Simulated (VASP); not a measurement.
# TiSi16 (a cell with a defect) in VASP: relaxation of the atoms with PBE

Aim: the relaxation of the atoms of TiSi16 (a cell with a defect) with PBE.

Program: VASP 6.6.1. These are calculated values, not measurements. Logs are shortened: lines on timing, memory, paths and dates and some standing lists are left out, and cuts for length are marked.

## Step 1: The cell of the first run

The cell holds a defect, 17 atoms: a = 7.679 Å, b = 7.679 Å, c = 7.679 Å, α = 60.00°, β = 60.00°, γ = 60.00°.

## Step 2: Relaxation of the atoms, PBE

INCAR

```
SYSTEM = TiSi16
PREC     = Accurate       ! precision mode
ENCUT    = 520            ! plane-wave cutoff, eV
EDIFF    = 1E-6           ! SCF threshold, eV
ISMEAR   = -1             ! smearing method
SIGMA    = 0.05           ! smearing width, eV
LREAL    = Auto         
LASPH    = .TRUE.         ! aspherical terms in the spheres
NELM     = 60             ! most SCF steps
ALGO     = Normal         ! electronic algorithm
ISIF     = 2              ! what is computed and relaxed
LWAVE    = .FALSE.        ! write WAVECAR
LCHARG   = .FALSE.        ! write CHGCAR
GGA      = PE             ! functional
IBRION   = 2              ! ionic algorithm
NSW      = 45             ! ionic steps
EDIFFG   = -0.08          ! ionic threshold
```

KPOINTS

```
regular mesh
0
G
  2 2 2
  0 0 0
```

POSCAR

```
TiSi16
1.0
    0.0000000000      5.4300000000      5.4300000000
    5.4300000000      0.0000000000      5.4300000000
    5.4300000000      5.4300000000      0.0000000000
Si Ti
16 1
Direct
    0.0000000000      0.0000000000      0.0000000000
    0.1250000000      0.1250000000      0.1250000000
    0.0000000000      0.0000000000      0.5000000000
    0.1250000000      0.1250000000      0.6250000000
    0.0000000000      0.5000000000      0.0000000000
    0.1250000000      0.6250000000      0.1250000000
    0.0000000000      0.5000000000      0.5000000000
    0.1250000000      0.6250000000      0.6250000000
    0.5000000000      0.0000000000      0.0000000000
    0.6250000000      0.1250000000      0.1250000000
    0.5000000000      0.0000000000      0.5000000000
    0.6250000000      0.1250000000      0.6250000000
    0.5000000000      0.5000000000      0.0000000000
    0.6250000000      0.6250000000      0.1250000000
    0.5000000000      0.5000000000      0.5000000000
    0.6250000000      0.6250000000      0.6250000000
    0.3721929000      0.8768532000      0.3839189000
```

Potentials or basis: VASP PAW PBE potentials, release 64 (Si, Ti_sv).

The run is started by

```bash
cat potpaw_PBE.64/Si/POTCAR potpaw_PBE.64/Ti_sv/POTCAR > POTCAR
mpirun -np 1 vasp_std > vasp.out
```

OUTCAR:

```text
SYSTEM = TiSi16
   PREC = Accurate
   ENCUT = 520
   EDIFF = 1E-6
   ISMEAR = -1
   LREAL = Auto
   LASPH = .TRUE.
   NELM = 60
   ISIF = 2
   GGA = PE
   IBRION = 2
   NSW = 45
   EDIFFG = -0.08

 ion  position               nearest neighbor table
   1  0.000  0.000  0.000-   2 2.35   4 2.35   6 2.35  10 2.35
   2  0.125  0.125  0.125-   1 2.35   3 2.35   5 2.35   9 2.35  17 2.75
   3  0.000  0.000  0.500-  17 2.33   4 2.35   8 2.35  12 2.35   2 2.35
   4  0.125  0.125  0.625-   1 2.35   3 2.35   7 2.35  11 2.35  17 2.66
   5  0.000  0.500  0.000-   2 2.35   6 2.35   8 2.35  14 2.35
   6  0.125  0.625  0.125-   1 2.35   5 2.35   7 2.35  13 2.35
   7  0.000  0.500  0.500-   4 2.35   6 2.35   8 2.35  16 2.35
   8  0.125  0.625  0.625-   3 2.35   5 2.35   7 2.35  15 2.35  17 2.71
   9  0.500  0.000  0.000-   2 2.35  10 2.35  12 2.35  14 2.35  17 2.41
  10  0.625  0.125  0.125-   1 2.35   9 2.35  11 2.35  13 2.35  17 2.72
  11  0.500  0.000  0.500-  17 2.30  10 2.35  12 2.35  16 2.35   4 2.35
  12  0.625  0.125  0.625-   3 2.35   9 2.35  11 2.35  15 2.35
  13  0.500  0.500  0.000-   6 2.35  10 2.35  14 2.35  16 2.35
  14  0.625  0.625  0.125-   5 2.35   9 2.35  13 2.35  15 2.35  17 2.77
  15  0.500  0.500  0.500-   8 2.35  12 2.35  14 2.35  16 2.35  17 2.36
  16  0.625  0.625  0.625-   7 2.35  11 2.35  13 2.35  15 2.35  17 2.68
  17  0.372  0.877  0.384-  11 2.30   3 2.33  15 2.36   9 2.41   4 2.66  16 2.68   8 2.71  10 2.72
                             2 2.75  14 2.77

  LATTYP: Found a face centered cubic cell.
 ALAT       =    10.8600000000

  Lattice vectors:

 A1 = (   0.0000000000,   5.4300000000,   5.4300000000)
 A2 = (   5.4300000000,   0.0000000000,   5.4300000000)
 A3 = (   5.4300000000,   5.4300000000,   0.0000000000)

Analysis of symmetry for initial positions (statically):
=====================================================================
 Subroutine PRICEL returns:
 Original cell was already a primitive cell.

 Routine SETGRP: Setting up the symmetry group for a
 face centered cubic supercell.

 Subroutine GETGRP returns: Found  1 space group operations
 (whereof  1 operations were pure point group operations)
 out of a pool of 48 trial point group operations.

The static configuration has the point symmetry C_1 .

Analysis of symmetry for dynamics (positions and initial velocities):
=====================================================================
 Subroutine PRICEL returns:
 Original cell was already a primitive cell.

 Routine SETGRP: Setting up the symmetry group for a
 face centered cubic supercell.

 Subroutine GETGRP returns: Found  1 space group operations
 (whereof  1 operations were pure point group operations)
 out of a pool of 48 trial point group operations.

The dynamic configuration has the point symmetry C_1 .

 Subroutine INISYM returns: Found  1 space group operations
 (whereof  1 operations are pure point group operations),
 and found     1 'primitive' translations

----------------------------------------------------------------------------------------

                                     Primitive cell

  volume of cell :     320.2060

  direct lattice vectors                    reciprocal lattice vectors
     0.000000000  5.430000000  5.430000000    -0.092081031  0.092081031  0.092081031
     5.430000000  0.000000000  5.430000000     0.092081031 -0.092081031  0.092081031
     5.430000000  5.430000000  0.000000000     0.092081031  0.092081031 -0.092081031

  length of vectors
     7.679179644  7.679179644  7.679179644     0.159489025  0.159489025  0.159489025

  position of ions in fractional coordinates (direct lattice)
     0.000000000  0.000000000  0.000000000
     0.125000000  0.125000000  0.125000000
     0.000000000  0.000000000  0.500000000
     0.125000000  0.125000000  0.625000000
     0.000000000  0.500000000  0.000000000
     0.125000000  0.625000000  0.125000000
[... 9 lines left out ...]
     0.625000000  0.625000000  0.625000000
     0.372192900  0.876853200  0.383918900

  ion indices of the primitive-cell ions
   primitive index   ion index
                 1           1
                 2           2
                 3           3
                 4           4
                 5           5
                 6           6
[... 9 lines left out ...]
                16          16
                17          17

----------------------------------------------------------------------------------------

 KPOINTS: regular mesh

Automatic generation of k-mesh.
 Grid dimensions read from file:
 generate k-points for:    2    2    2

 Generating k-lattice:

  Cartesian coordinates                     Fractional coordinates (reciprocal lattice)
    -0.046040516  0.046040516  0.046040516     0.500000000  0.000000000  0.000000000
     0.046040516 -0.046040516  0.046040516     0.000000000  0.500000000  0.000000000
     0.046040516  0.046040516 -0.046040516     0.000000000  0.000000000  0.500000000

  Length of vectors
     0.079744512  0.079744512  0.079744512

  Shift w.r.t. Gamma in fractional coordinates (k-lattice)
     0.000000000  0.000000000  0.000000000

 Subroutine IBZKPT returns following result:
 ===========================================

 Found      8 irreducible k-points:

 Following reciprocal coordinates:
            Coordinates               Weight
  0.000000  0.000000  0.000000      1.000000
  0.500000  0.000000  0.000000      1.000000
  0.000000  0.500000  0.000000      1.000000
  0.000000  0.000000  0.500000      1.000000
  0.500000  0.500000  0.500000      1.000000
  0.500000  0.500000  0.000000      1.000000
  0.000000  0.500000  0.500000      1.000000
  0.500000  0.000000  0.500000      1.000000
   k-points           NKPTS =      8   k-points in BZ     NKDIM =      8   number of bands    NBANDS=     47
   number of dos      NEDOS =    301   number of ions     NIONS =     17
   total plane-waves  NPLWV = 216000
   dimension x,y,z NGX =    60 NGY =   60 NGZ =   60
   dimension x,y,z NGXF=   120 NGYF=  120 NGZF=  120
   ions per type =              16   1
   NGX,Y,Z   is equivalent  to a cutoff of  12.99, 12.99, 12.99 a.u.
   NGXF,Y,Z  is equivalent  to a cutoff of  25.98, 25.98, 25.98 a.u.
 SYSTEM =  TiSi16
   PREC   = accura    normal or accurate (medium, high low for compatibility)
   ISTART =      0    job   : 0-new  1-cont  2-samecut
   ICHARG =      2    charge: 1-file 2-atom 10-const
   ISPIN  =      1    spin polarized calculation?
   LNONCOLLINEAR =      F non collinear calculations
   LSORBIT =      F    spin-orbit coupling
   LASPH  =      T    aspherical Exc in radial PAW
   ENCUT  =  520.0 eV  38.22 Ry    6.18 a.u.  14.28 14.28 14.28*2*pi/ulx,y,z
   NELM   =     60;   NELMIN=  2; NELMDL= -5     # of ELM steps
   EDIFF  = 0.1E-05   stopping-criterion for ELM
   LREAL  =      T    real-space projection
   EDIFFG = -.8E-01   stopping-criterion for IOM
   NSW    =     45    number of steps for IOM
   IBRION =      2    ionic relax: 0-MD 1-quasi-New 2-CG
   NFREE  =      1    steps in history (QN), initial steepest desc. (CG)
   ISIF   =      2    stress and relaxation
   ISYM   =      2    0-nonsym 1-usesym 2-fastsym
   POTIM  = 0.5000    time-step for ionic-motion
   TEBEG  =    0.0;   TEEND  =   0.0 temperature during run
   PSTRESS=    0.0 pullay stress
   NELECT =      76.0000    total number of electrons
   NUPDOWN=      -1.0000    fix difference up-down
   EMIN   =  10.00;   EMAX   =-10.00  energy-range for DOS
   EFERMI =   0.00;   METHOD = LEGACY
   ISMEAR =    -1;   SIGMA  =   0.05  broadening in eV -4-tet -1-fermi 0-gaus
   EFERMI_NEDOS =   21; number of points for ismear=-14 and -15
   IALGO  =     38    algorithm
   IMIX   =      4    mixing-type and parameters
     AMIX     =   0.40;   BMIX     =  1.00
     AMIX_MAG =   1.60;   BMIX_MAG =  1.00
  volume/ion in A,a.u.               =      18.84       127.11
  Fermi-wavevector in a.u.,A,eV,Ry     =   1.013607  1.915439 13.978610  1.027399
  Thomas-Fermi vector in A             =   2.146786
   LORBIT       =      0    0 simple, 1 ext, 2 COOP (PROOUT), +10 PAW based schemes
   GGA     = PE    functional components
   LHFCALC =     F    Hartree Fock is set to
   AEXX    =    0.0000 exact exchange contribution
   IVDW    =     0    specifies the selected vdW correction
   LEPSILON=     F    determine dielectric tensor
   LRPA    =     F    only Hartree local field effects (RPA)
 conjugate gradient relaxation of ions
 non-spin polarized calculation
  energy-cutoff  :      520.00
  volume of cell :      320.21
 maximum number of plane-waves:      8646
 NGX is ok and might be reduce to    60
   NGX = 29   NGY = 29   NGZ = 29

--------------------------------------- Ionic step        1  -------------------------------------------

 number of electron      76.0000003 magnetization

 Free energy of the ion-electron system (eV)
  ---------------------------------------------------
  ext. energy  EPLUGINS =         0.00000000
  ---------------------------------------------------
  free energy    TOTEN  =       -91.87103480 eV

  energy without entropy =      -91.75349659  energy(sigma->0) =      -91.81226570

------------------------ aborting loop because EDIFF is reached ----------------------------------------

  FORCE on cell =-STRESS in cart. coord.  units (eV):
  Direction    XX          YY          ZZ          XY          YZ          ZX
  --------------------------------------------------------------------------------------
  -------------------------------------------------------------------------------------
  Total        9.9140011      9.9104363      9.9132413     -0.0394057      0.6997493      0.3907744
  in kB       49.6055263     49.5876895     49.6017246     -0.1971699      3.5012536      1.9552721
  external PRESSURE =      49.5983135 kB  Pullay stress =       0.0000000 kB

 VOLUME and BASIS-vectors are now :
 -----------------------------------------------------------------------------
  energy-cutoff  :      520.00
  volume of cell :      320.21
      direct lattice vectors                 reciprocal lattice vectors
     0.000000000  5.430000000  5.430000000    -0.092081031  0.092081031  0.092081031
     5.430000000  0.000000000  5.430000000     0.092081031 -0.092081031  0.092081031
     5.430000000  5.430000000  0.000000000     0.092081031  0.092081031 -0.092081031
[... 222 lines left out ...]
      6.78935      6.82464      6.78817         0.010900      0.033482      0.007187
      6.80234      4.08089      6.78547        -0.111268     -0.065032      0.010883
 -----------------------------------------------------------------------------------
    total drift:                               -0.009335     -0.003495      0.002765

  FREE ENERGIE OF THE ION-ELECTRON SYSTEM (eV)
  ---------------------------------------------------
  free  energy   TOTEN  =       -92.2619303314 eV

  energy  without entropy=      -92.1653853180  energy(sigma->0) =      -92.21365782

--------------------------------------- Ionic step        6  -------------------------------------------

 number of electron      75.9999998 magnetization

 Free energy of the ion-electron system (eV)
  ---------------------------------------------------
  ext. energy  EPLUGINS =         0.00000000
  ---------------------------------------------------
  free energy    TOTEN  =       -92.26388505 eV

  energy without entropy =      -92.16632570  energy(sigma->0) =      -92.21510538

 E-fermi :   6.9245     XC(G=0):  -9.7505

 val. band max:        6.8968221279   @ k =   0.0000   0.5000   0.5000
 cond. band min:       6.9615534944   @ k =   0.0000   0.5000   0.0000
 fundamental gap:      0.0647313665
 Fermi energy:         6.9244592323

 k-point     1 :       0.0000    0.0000    0.0000
  band No.  band energies     occupation
      1     -49.8523      2.00000
      2     -26.2285      2.00000
      3     -26.2269      2.00000
      4     -26.2245      2.00000
      5      -5.7209      2.00000
      6      -3.5144      2.00000
[... 415 lines left out ...]
      2.76055      8.10112      5.38542         0.006298      0.010316      0.002406
      4.11305      4.07388      1.35815         0.007181      0.005741      0.003349
      2.73149      0.01554      2.72877         0.002577      0.002904      0.006683
      4.07208      1.35725      4.07262         0.003961      0.002419     -0.000437
[... 9 lines left out ...]
      6.79001      6.82665      6.78880         0.010108      0.009467      0.005972
      6.79733      4.07790      6.78619        -0.046780     -0.021594      0.009945
 -----------------------------------------------------------------------------------
    total drift:                               -0.009605     -0.007990      0.002535

  FREE ENERGIE OF THE ION-ELECTRON SYSTEM (eV)
  ---------------------------------------------------
  free  energy   TOTEN  =       -92.2638850534 eV

  energy  without entropy=      -92.1663257050  energy(sigma->0) =      -92.21510538

 reached required accuracy - stopping structural energy minimisation
```

Run time: 23 min. Hardware: 1 thread of Oxide Virtual Turin-like, shared host; peak memory 0.53 GiB.

What came out:

* Free energy: -92.2639 eV
* Energy gained by relaxing: 23.1 meV/atom
* Ionic steps: 6
* Pressure after relaxing: 4.0 GPa
* Largest force after relaxing: 0.052 eV/Å
* Band gap on the k mesh: zero (bands 38 and 39 overlap by 0.43 eV)

Forces in eV/Å, atoms in the order of the input:
```
Si  -0.007 -0.001  0.000
Si   0.010 -0.015 -0.008
Si   0.006  0.010  0.002
Si   0.007  0.006  0.003
Si   0.003  0.003  0.007
Si   0.004  0.002  0.000
Si  -0.004  0.000 -0.002
Si   0.006 -0.001 -0.012
Si   0.016  0.011 -0.007
Si   0.015  0.013  0.014
Si   0.004 -0.002 -0.012
Si  -0.025 -0.013  0.002
Si   0.000 -0.007 -0.003
Si  -0.016  0.007 -0.005
Si   0.019 -0.002  0.006
Si   0.010  0.009  0.006
Ti  -0.047 -0.022  0.010
```

The path:
```csv
step,energy change (eV),largest force (eV/Å),pressure (GPa)
1,0.0000,2.1835,4.96
2,-0.3763,0.6279,4.02
3,-0.3790,0.4136,4.05
4,-0.3902,0.2244,4.02
5,-0.3909,0.1293,4.03
6,-0.3929,0.0525,4.05
```

Final structure:
```
CELL_PARAMETERS angstrom
0.00000 5.43000 5.43000
5.43000 0.00000 5.43000
5.43000 5.43000 0.00000
ATOMIC_POSITIONS crystal
Si 0.00129 0.99574 0.00187
Si 0.12133 0.12837 0.12211
Si 0.98766 0.00413 0.50426
Si 0.12145 0.12867 0.62880
Si 0.00118 0.50136 0.00168
Si 0.12503 0.62499 0.12493
Si 0.00144 0.50167 0.49568
Si 0.12136 0.62169 0.62864
Si 0.50352 0.00363 0.98945
Si 0.62835 0.12844 0.12218
Si 0.50430 0.00438 0.50449
Si 0.62449 0.12537 0.62667
Si 0.49577 0.50142 0.00177
Si 0.62822 0.62160 0.12206
Si 0.50384 0.48836 0.50407
Si 0.62849 0.62175 0.62872
Ti 0.37447 0.87529 0.37652
```

Caveat: the k points lie up to 0.50 Å⁻¹ apart; the relaxation stopped at a loose force limit of 0.08 eV/Å, so its end isn't a converged minimum.
